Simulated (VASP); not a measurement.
Set up this calculation in VASP 6.6.1, as the native input.

- Task: single point
- Functional: PBE
- Potentials or basis: VASP PAW PBE potentials, release 64 (Ga_d, N)
- Cutoff: 520 eV
- k mesh: 10 × 10 × 10
- Occupations: gaussian, width 0.05 eV
- Spin: no spin polarisation
- Dipole correction: no
- Further INCAR settings: ALGO = Normal; EDIFF = 1e-07; NBANDS = 16

The structure of GaN lies in POSCAR:

```
GaN
1.0
    0.0000000000      2.1971630923      2.3098381227
    2.1971630923      0.0000000000      2.3098381227
    2.1971630923      2.1971630923      0.0000000000
Ga N
1 1
Direct
    0.0000000000      0.0000000000      0.0000000000
    0.7500000000      0.7500000000      0.7500000000
```

This cell differs from its parent crystal: strain -0.025 along x and y, +0.025 along z.

One way to write it, as run:

INCAR

```
SYSTEM = GaN
PREC     = Accurate       ! precision mode
ENCUT    = 520            ! plane-wave cutoff, eV
EDIFF    = 1E-7           ! SCF threshold, eV
ISMEAR   = 0              ! smearing method
SIGMA    = 0.05           ! smearing width, eV
LREAL    = .False.        ! projectors in reciprocal space
LASPH    = .True.         ! aspherical terms in the spheres
NELM     = 80             ! most SCF steps
ALGO     = Normal         ! electronic algorithm
ISIF     = 2              ! what is computed and relaxed
LWAVE    = .False.        ! write WAVECAR
LCHARG   = .True.         ! write CHGCAR
GGA      = PE             ! functional
LELF     = .True.         ! ELF
LVHAR    = .True.       
NBANDS   = 16             ! bands
```

KPOINTS

```
regular mesh
0
Gamma
  10 10 10
  0 0 0
```

Potentials or basis: VASP PAW PBE potentials, release 64 (Ga_d, N).

Run with:

```console
$ cat potpaw_PBE.64/Ga_d/POTCAR potpaw_PBE.64/N/POTCAR > POTCAR
$ mpirun -np 1 vasp_std > vasp.out
```

It gave:

```
Pressure               : 10.2 GPa
Band gap on the k mesh : 1.80 eV, direct
```

Caveat: the cell differs from its parent crystal (strain -0.025 along x and y, +0.025 along z).

It took 35 s on 1 thread of Intel Xeon 8259CL, with other jobs on the host, peak memory 0.16 GiB.
